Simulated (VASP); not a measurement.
# CoSi2 (R-3m) in VASP: notebook, part 2 of 2

VASP 6.6.1.

### Step 3. Single point, PBEsol (atoms displaced along a vibrational mode)

INCAR reads:

```
SYSTEM = CoSi2
ALGO = Normal
EDIFF = 1E-6
ENCUT = 520
GGA = PS
ISIF = 2
ISMEAR = 0
LASPH = .True.
LCHARG = .True.
LELF = .True.
LREAL = .False.
LVHAR = .True.
LWAVE = .False.
NBANDS = 16
NELM = 100
PREC = Accurate
SIGMA = 0.15
```

KPOINTS reads:

```
k-points
0
Gamma
  16 16 16
  0 0 0
```

POSCAR reads:

```
CoSi2
1.0
    0.0000000000      2.6562539604      2.6562539604
    2.6562539604      0.0000000000      2.6562539604
    2.6562539604      2.6562539604      0.0000000000
Co Si
1 2
Direct
    0.0000000000      0.0000000000      0.0000000000
    0.2744524455      0.2744524455      0.2744524455
    0.7255475545      0.7255475545      0.7255475545
```

Potentials or basis: VASP PAW PBE potentials, release 64 (Co, Si).

On the command line:

```console
$ cat potpaw_PBE.64/Co/POTCAR potpaw_PBE.64/Si/POTCAR > POTCAR
$ mpirun -np 1 vasp_std > vasp.out
```

OUTCAR:

```text
SYSTEM = CoSi2
   EDIFF = 1E-6
   ENCUT = 520
   GGA = PS
   ISIF = 2
   ISMEAR = 0
   LASPH = .True.
   LREAL = .False.
   NELM = 100
   PREC = Accurate

 ion  position               nearest neighbor table
   1  0.000  0.000  0.000-   3 2.24   3 2.24   3 2.24   2 2.24   2 2.24   2 2.24   3 2.53   2 2.53

   2  0.274  0.274  0.274-   1 2.24   1 2.24   1 2.24   3 2.42   3 2.42   3 2.42   1 2.53   3 2.94
                             3 2.94   3 2.94
   3  0.726  0.726  0.726-   1 2.24   1 2.24   1 2.24   2 2.42   2 2.42   2 2.42   1 2.53   2 2.94
                             2 2.94   2 2.94

  LATTYP: Found a face centered cubic cell.
 ALAT       =     5.3125079208

  Lattice vectors:

 A1 = (   0.0000000000,   2.6562539604,   2.6562539604)
 A2 = (   2.6562539604,   0.0000000000,   2.6562539604)
 A3 = (   2.6562539604,   2.6562539604,   0.0000000000)

Analysis of symmetry for initial positions (statically):
=====================================================================
 Subroutine PRICEL returns:
 Original cell was already a primitive cell.

 Routine SETGRP: Setting up the symmetry group for a
 face centered cubic supercell.

 Subroutine GETGRP returns: Found 12 space group operations
 (whereof 12 operations were pure point group operations)
 out of a pool of 48 trial point group operations.

The static configuration has the point symmetry D_3d.

Analysis of symmetry for dynamics (positions and initial velocities):
=====================================================================
 Subroutine PRICEL returns:
 Original cell was already a primitive cell.

 Routine SETGRP: Setting up the symmetry group for a
 face centered cubic supercell.

 Subroutine GETGRP returns: Found 12 space group operations
[... 115 lines left out ...]
   PSTRESS=    0.0 pullay stress
   NELECT =      17.0000    total number of electrons
   NUPDOWN=      -1.0000    fix difference up-down
   EMIN   =  10.00;   EMAX   =-10.00  energy-range for DOS
   EFERMI =   0.00;   METHOD = LEGACY
   ISMEAR =     0;   SIGMA  =   0.15  broadening in eV -4-tet -1-fermi 0-gaus
   EFERMI_NEDOS =   21; number of points for ismear=-14 and -15
   IALGO  =     38    algorithm
   IMIX   =      4    mixing-type and parameters
     AMIX     =   0.40;   BMIX     =  1.00
     AMIX_MAG =   1.60;   BMIX_MAG =  1.00
  volume/ion in A,a.u.               =      12.49        84.32
  Fermi-wavevector in a.u.,A,eV,Ry     =   1.257800  2.376897 21.525240  1.582061
  Thomas-Fermi vector in A             =   2.391441
   LORBIT       =      0    0 simple, 1 ext, 2 COOP (PROOUT), +10 PAW based schemes
   GGA     = PS    functional components
   LHFCALC =     F    Hartree Fock is set to
   AEXX    =    0.0000 exact exchange contribution
   IVDW    =     0    specifies the selected vdW correction
   LEPSILON=     F    determine dielectric tensor
   LRPA    =     F    only Hartree local field effects (RPA)
 non-spin polarized calculation
 Gauss-broadening in eV      SIGMA  =   0.15
  energy-cutoff  :      520.00
  volume of cell :       37.48
 maximum number of plane-waves:      1036
   NGX = 13   NGY = 13   NGZ = 13

 number of electron      17.0000005 magnetization

 Free energy of the ion-electron system (eV)
  ---------------------------------------------------
  ext. energy  EPLUGINS =         0.00000000
  ---------------------------------------------------
  free energy    TOTEN  =       -20.46377398 eV

  energy without entropy =      -20.45257185  energy(sigma->0) =      -20.45817292

 E-fermi :  10.4620     XC(G=0): -11.9431

 val. band max:       10.4578721000   @ k =   0.2500   0.1875   0.4375
 cond. band min:      10.4645614323   @ k =   0.1250   0.0625  -0.0625
 fundamental gap:      0.0066893323
 Fermi energy:        10.4620062160

 k-point     1 :       0.0000    0.0000    0.0000
  band No.  band energies     occupation
      1      -3.1370      2.00000
      2       5.7653      2.00000
      3       5.7653      2.00000
      4       6.6412      2.00000
      5       8.4084      2.00000
      6       8.4084      2.00000
[... 433 lines left out ...]
      3       5.7602      2.00000
      4       5.9081      2.00000
      5       8.2551      2.00000
      6       8.4957      2.00000
[... 8 lines left out ...]
     15      17.2449      0.00000
     16      17.9015      0.00000

 [... further k-points ...]
[... 5 lines left out ...]
  --------------------------------------------------------------------------------------
  -------------------------------------------------------------------------------------
  Total        1.7128895      1.7128895      1.7128895     -2.0512820     -2.0512820     -2.0512820
  in kB       73.2151813     73.2151813     73.2151813    -87.6793199    -87.6793199    -87.6793199
  external PRESSURE =      73.2151813 kB  Pullay stress =       0.0000000 kB

 VOLUME and BASIS-vectors are now :
 -----------------------------------------------------------------------------
  energy-cutoff  :      520.00
  volume of cell :       37.48
      direct lattice vectors                 reciprocal lattice vectors
     0.000000000  2.656253960  2.656253960    -0.188235013  0.188235013  0.188235013
     2.656253960  0.000000000  2.656253960     0.188235013 -0.188235013  0.188235013
     2.656253960  2.656253960  0.000000000     0.188235013  0.188235013 -0.188235013

 POSITION                                       TOTAL-FORCE (eV/Angst)
 -----------------------------------------------------------------------------------
      0.00000      0.00000      0.00000         0.000000     -0.000000     -0.000000
      1.45803      1.45803      1.45803        -1.233460     -1.233460     -1.233460
      3.85448      3.85448      3.85448         1.233460      1.233460      1.233460
 -----------------------------------------------------------------------------------
    total drift:                                0.000000     -0.000000     -0.000000

  FREE ENERGIE OF THE ION-ELECTRON SYSTEM (eV)
  ---------------------------------------------------
  free  energy   TOTEN  =       -20.4637739835 eV

  energy  without entropy=      -20.4525718540  energy(sigma->0) =      -20.45817292
```

OSZICAR:

```text
N       E                     dE             d eps       ncg     rms          rms(c)
DAV:   1     0.608325703591E+02    0.60833E+02   -0.68237E+03 13432   0.102E+03
DAV:   2    -0.188731344352E+02   -0.79706E+02   -0.71082E+02 14960   0.205E+02
DAV:   3    -0.220928590149E+02   -0.32197E+01   -0.31619E+01 17464   0.458E+01
DAV:   4    -0.221493252254E+02   -0.56466E-01   -0.56432E-01 15984   0.579E+00
DAV:   5    -0.221510594473E+02   -0.17342E-02   -0.17342E-02 17680   0.105E+00    0.159E+01
DAV:   6    -0.257319026458E+02   -0.35808E+01   -0.24335E+01 14128   0.107E+02    0.178E+01
DAV:   7    -0.205246544664E+02    0.52072E+01   -0.11302E+01 16640   0.844E+01    0.375E+00
DAV:   8    -0.205034193853E+02    0.21235E-01   -0.82106E-01 16648   0.608E+00    0.203E+00
DAV:   9    -0.204643088797E+02    0.39111E-01   -0.96495E-02 16464   0.595E+00    0.495E-01
DAV:  10    -0.204638018577E+02    0.50702E-03   -0.61944E-03 19560   0.109E+00    0.115E-01
DAV:  11    -0.204637675240E+02    0.34334E-04   -0.48259E-04 19904   0.347E-01    0.423E-02
DAV:  12    -0.204637743093E+02   -0.67853E-05   -0.21460E-05 16496   0.405E-02    0.998E-03
DAV:  13    -0.204637739835E+02    0.32581E-06   -0.40228E-06 17360   0.336E-02
   1 F= -.20463774E+02 E0= -.20458173E+02  d E =-.112021E-01
```

Run time: 5.3 min. Hardware: 1 thread of Intel Xeon 8259CL, shared host; peak memory 0.36 GiB.

What came out:

| Quantity | Value |
| --- | --- |
| Free energy | -20.4638 eV |
| Pressure | 7.3 GPa |
| Largest force | 2.136 eV/Å |
| Band gap on the k mesh | zero (an odd number of electrons rules out a gap without spin polarisation) |

Forces in eV/Å, atoms in the order of the input:
```
Co   0.000  0.000  0.000
Si  -1.233 -1.233 -1.233
Si   1.233  1.233  1.233
```

Caveat: the cell differs from its parent crystal (atoms displaced along a vibrational mode); the cell stands under pressure; the PAW data sets were made with another functional, which shifts forces and pressure a little; the run has no spin polarisation, though such a crystal can be magnetic.
